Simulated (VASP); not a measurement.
# LiZn (Fd-3m) in VASP: notebook

Runs on LiZn. Level: LDA. Tasks: single point.

All numbers are computed with VASP 6.6.1; they aren't measurements. Logs are shortened: lines on timing, memory, paths and dates and some standing lists are left out, and cuts for length are marked.

**1. The cell of the first run**

The structure is cubic, space group Fd-3m (No. 227). Conventional cell: a = 6.304 Å, b = 6.304 Å, c = 6.304 Å, α = 90.00°, β = 90.00°, γ = 90.00°. Li (site symmetry -43m) has 4 Li at 2.73 Å and 10 Zn at 2.73 to 3.15 Å within 3.6 Å. Within 3.6 Å of Zn (site symmetry -43m) lie 10 Li at 2.73 to 3.15 Å and 4 Zn at 2.73 Å.

**2. Single point, LDA (15.66 Å³/atom)**

File INCAR:

```
SYSTEM = LiZn
PREC = Accurate
ENCUT = 520
EDIFF = 1E-6
ISMEAR = -1
SIGMA = 0.08
LREAL = .False.
LASPH = .True.
NELM = 100
ALGO = Normal
ISIF = 2
LWAVE = .False.
LCHARG = .False.
GGA = CA
NBANDS = 23
```

File KPOINTS:

```
Automatic mesh
0
Gamma
  9 9 9
  0 0 0
```

File POSCAR:

```
LiZn
1.0
    0.0000000000      3.1519389053      3.1519389053
    3.1519389053      0.0000000000      3.1519389053
    3.1519389053      3.1519389053      0.0000000000
Li Zn
2 2
Direct
    0.5000000000      0.5000000000      0.5000000000
    0.7500000000      0.7500000000      0.7500000000
    0.0000000000      0.0000000000      0.0000000000
    0.2500000000      0.2500000000      0.2500000000
```

Potentials or basis: VASP PAW LDA potentials, release 64 (Li_sv, Zn).

On the command line:

```
$ cat potpaw_LDA.64/Li_sv/POTCAR potpaw_LDA.64/Zn/POTCAR > POTCAR
$ mpirun -np 1 vasp_std > vasp.out
```

OUTCAR:

```text
SYSTEM = LiZn
   PREC = Accurate
   ENCUT = 520
   EDIFF = 1E-6
   ISMEAR = -1
   LREAL = .False.
   LASPH = .True.
   NELM = 100
   ISIF = 2
   GGA = CA

 ion  position               nearest neighbor table
   1  0.500  0.500  0.500-   4 2.73   4 2.73   4 2.73   4 2.73
   2  0.750  0.750  0.750-   3 2.73   3 2.73   3 2.73   3 2.73
   3  0.000  0.000  0.000-   2 2.73   4 2.73   2 2.73   2 2.73   2 2.73   4 2.73   4 2.73   4 2.73

   4  0.250  0.250  0.250-   1 2.73   3 2.73   3 2.73   3 2.73   3 2.73   1 2.73   1 2.73   1 2.73

  LATTYP: Found a face centered cubic cell.
 ALAT       =     6.3038778106

  Lattice vectors:

 A1 = (   0.0000000000,   3.1519389053,   3.1519389053)
 A2 = (   3.1519389053,   0.0000000000,   3.1519389053)
 A3 = (   3.1519389053,   3.1519389053,   0.0000000000)

Analysis of symmetry for initial positions (statically):
=====================================================================
 Subroutine PRICEL returns:
 Original cell was already a primitive cell.

 Routine SETGRP: Setting up the symmetry group for a
 face centered cubic supercell.

 Subroutine GETGRP returns: Found 48 space group operations
 (whereof 24 operations were pure point group operations)
 out of a pool of 48 trial point group operations.

The static configuration has the point symmetry T_d .
 The point group associated with its full space group is O_h .

Analysis of symmetry for dynamics (positions and initial velocities):
=====================================================================
 Subroutine PRICEL returns:
 Original cell was already a primitive cell.

 Routine SETGRP: Setting up the symmetry group for a
 face centered cubic supercell.

 Subroutine GETGRP returns: Found 48 space group operations
 (whereof 24 operations were pure point group operations)
 out of a pool of 48 trial point group operations.

The dynamic configuration has the point symmetry T_d .
 The point group associated with its full space group is O_h .

 Subroutine INISYM returns: Found 48 space group operations
 (whereof 24 operations are pure point group operations),
 and found     1 'primitive' translations

----------------------------------------------------------------------------------------
[... 85 lines left out ...]
   NGX,Y,Z   is equivalent  to a cutoff of  13.43, 13.43, 13.43 a.u.
   NGXF,Y,Z  is equivalent  to a cutoff of  26.85, 26.85, 26.85 a.u.
 SYSTEM =  LiZn
   PREC   = accura    normal or accurate (medium, high low for compatibility)
   ISTART =      0    job   : 0-new  1-cont  2-samecut
   ICHARG =      2    charge: 1-file 2-atom 10-const
   ISPIN  =      1    spin polarized calculation?
   LNONCOLLINEAR =      F non collinear calculations
   LSORBIT =      F    spin-orbit coupling
   LASPH  =      T    aspherical Exc in radial PAW
   ENCUT  =  520.0 eV  38.22 Ry    6.18 a.u.   8.29  8.29  8.29*2*pi/ulx,y,z
   NELM   =    100;   NELMIN=  2; NELMDL= -5     # of ELM steps
   EDIFF  = 0.1E-05   stopping-criterion for ELM
   LREAL  =      F    real-space projection
[... 7 lines left out ...]
   TEBEG  =    0.0;   TEEND  =   0.0 temperature during run
   PSTRESS=    0.0 pullay stress
   NELECT =      30.0000    total number of electrons
   NUPDOWN=      -1.0000    fix difference up-down
   EMIN   =  10.00;   EMAX   =-10.00  energy-range for DOS
   EFERMI =   0.00;   METHOD = LEGACY
   ISMEAR =    -1;   SIGMA  =   0.08  broadening in eV -4-tet -1-fermi 0-gaus
   EFERMI_NEDOS =   21; number of points for ismear=-14 and -15
   IALGO  =     38    algorithm
   IMIX   =      4    mixing-type and parameters
     AMIX     =   0.40;   BMIX     =  1.00
     AMIX_MAG =   1.60;   BMIX_MAG =  1.00
  volume/ion in A,a.u.               =      15.66       105.66
  Fermi-wavevector in a.u.,A,eV,Ry     =   1.280936  2.420618 22.324402  1.640797
  Thomas-Fermi vector in A             =   2.413335
   LORBIT       =      0    0 simple, 1 ext, 2 COOP (PROOUT), +10 PAW based schemes
   GGA     = CA    functional components
   LHFCALC =     F    Hartree Fock is set to
   AEXX    =    0.0000 exact exchange contribution
   IVDW    =     0    specifies the selected vdW correction
   LEPSILON=     F    determine dielectric tensor
   LRPA    =     F    only Hartree local field effects (RPA)
 non-spin polarized calculation
  energy-cutoff  :      520.00
  volume of cell :       62.63
 maximum number of plane-waves:      1707
 NGX is ok and might be reduce to    36
   NGX = 17   NGY = 17   NGZ = 17

 number of electron      29.9999975 magnetization

 Free energy of the ion-electron system (eV)
  ---------------------------------------------------
  ext. energy  EPLUGINS =         0.00000000
  ---------------------------------------------------
  free energy    TOTEN  =        -8.57813066 eV

  energy without entropy =       -8.55387432  energy(sigma->0) =       -8.56600249

 E-fermi :   1.6718     XC(G=0):  -9.8222

 val. band max:        1.6393998303   @ k =   0.3333   0.2222   0.1111
 cond. band min:       1.7195766366   @ k =   0.2222   0.1111   0.0000
 fundamental gap:      0.0801768063
 Fermi energy:         1.6717958940

 k-point     1 :       0.0000    0.0000    0.0000
  band No.  band energies     occupation
      1     -43.4887      2.00000
      2     -43.4420      2.00000
      3      -5.7143      2.00000
      4      -5.6181      2.00000
      5      -5.6181      2.00000
      6      -5.6181      2.00000
[... 613 lines left out ...]
     22      12.3662      0.00000
     23      13.1690      0.00000

 [... further k-points ...]

------------------------ aborting loop because EDIFF is reached ----------------------------------------

  FORCE on cell =-STRESS in cart. coord.  units (eV):
  Direction    XX          YY          ZZ          XY          YZ          ZX
  --------------------------------------------------------------------------------------
  -------------------------------------------------------------------------------------
  Total       -2.5650833     -2.5650833     -2.5650833      0.0000000      0.0000000     -0.0000000
  in kB      -65.6218830    -65.6218830    -65.6218830      0.0000000      0.0000000     -0.0000000
  external PRESSURE =     -65.6218830 kB  Pullay stress =       0.0000000 kB

 VOLUME and BASIS-vectors are now :
 -----------------------------------------------------------------------------
  energy-cutoff  :      520.00
  volume of cell :       62.63
      direct lattice vectors                 reciprocal lattice vectors
     0.000000000  3.151938905  3.151938905    -0.158632516  0.158632516  0.158632516
     3.151938905  0.000000000  3.151938905     0.158632516 -0.158632516  0.158632516
     3.151938905  3.151938905  0.000000000     0.158632516  0.158632516 -0.158632516

 POSITION                                       TOTAL-FORCE (eV/Angst)
 -----------------------------------------------------------------------------------
      3.15194      3.15194      3.15194         0.000000     -0.000000      0.000000
      4.72791      4.72791      4.72791        -0.000000     -0.000000     -0.000000
      0.00000      0.00000      0.00000        -0.000000      0.000000     -0.000000
      1.57597      1.57597      1.57597         0.000000      0.000000      0.000000
 -----------------------------------------------------------------------------------
    total drift:                                0.000000      0.000000      0.000000

  FREE ENERGIE OF THE ION-ELECTRON SYSTEM (eV)
  ---------------------------------------------------
  free  energy   TOTEN  =        -8.5781306574 eV

  energy  without entropy=       -8.5538743173  energy(sigma->0) =       -8.56600249
```

stdout:

```text
POSCAR found type information on POSCAR LiZn
 POSCAR found :  2 types and       4 ions
 scaLAPACK will be used
 LDA part: xc-table for (Slater(with rela. corr.)+CA(PZ))
 , standard interpolation
 POSCAR, INCAR and KPOINTS ok, starting setup
 FFT: planning ... GRIDC
 FFT: planning ... GRID_SOFT
 FFT: planning ... GRID
 WAVECAR not read
 entering main loop
```

Wall time 75 s (1 thread of Intel Xeon 8259CL, shared host); peak memory 0.19 GiB.

Results:

| Property | Result |
| --- | --- |
| Free energy | -8.5781 eV |
| Band gap on the k mesh | zero (bands 15 and 16 overlap by 4.35 eV) |

Caveat: the cutoff is under 1.25 times the usual one of these potentials, so pressure, stress and relaxed cells hold a basis-set (Pulay) error.

**3. Single point, LDA (14.45 Å³/atom)**

This run uses another cell than the first one, of 14.45 Å³/atom.

File INCAR:

```
PREC = Accurate
ENCUT = 520
EDIFF = 1E-6
ISMEAR = -1
SIGMA = 0.08
LREAL = False
LASPH = True
NELM = 80
ALGO = Normal
ISIF = 2
LWAVE = False
LCHARG = True
GGA = CA
LELF = True
LVHAR = True
NBANDS = 23
```

File KPOINTS:

```
Automatic mesh
0
Gamma
  9 9 9
```

File POSCAR:

```
LiZn
1.0
    0.0000000000      3.0689543053      3.0689543053
    3.0689543053      0.0000000000      3.0689543053
    3.0689543053      3.0689543053      0.0000000000
Li Zn
2 2
Direct
    0.5000000000      0.5000000000      0.5000000000
    0.7500000000      0.7500000000      0.7500000000
    0.0000000000      0.0000000000      0.0000000000
    0.2500000000      0.2500000000      0.2500000000
```

Potentials or basis: VASP PAW LDA potentials, release 64 (Li_sv, Zn).

On the command line:

```
$ cat potpaw_LDA.64/Li_sv/POTCAR potpaw_LDA.64/Zn/POTCAR > POTCAR
$ mpirun -np 1 vasp_std > vasp.out
```

Run time: 34 s. Hardware: 1 thread of Intel Xeon Platinum 8375C at 2.90GHz (Ice Lake), shared host; peak memory 0.17 GiB.

It converged, with:

| Property | Result |
| --- | --- |
| Free energy | -8.7418 eV |
| Band gap on the k mesh | zero (bands 15 and 16 overlap by 4.60 eV) |

Levels at points of the mesh, in eV from the Fermi level:
```
           k point  band 11  band 12  band 13  band 14  band 15  band 16  band 17  band 18  band 19  band 20
(0.00, 0.00, 0.00)    -6.99    -6.79    -6.79     3.48     3.48     3.48     3.60     3.60     3.60     5.05
```

Caveat: the cutoff is under 1.25 times the usual one of these potentials, so pressure, stress and relaxed cells hold a basis-set (Pulay) error.
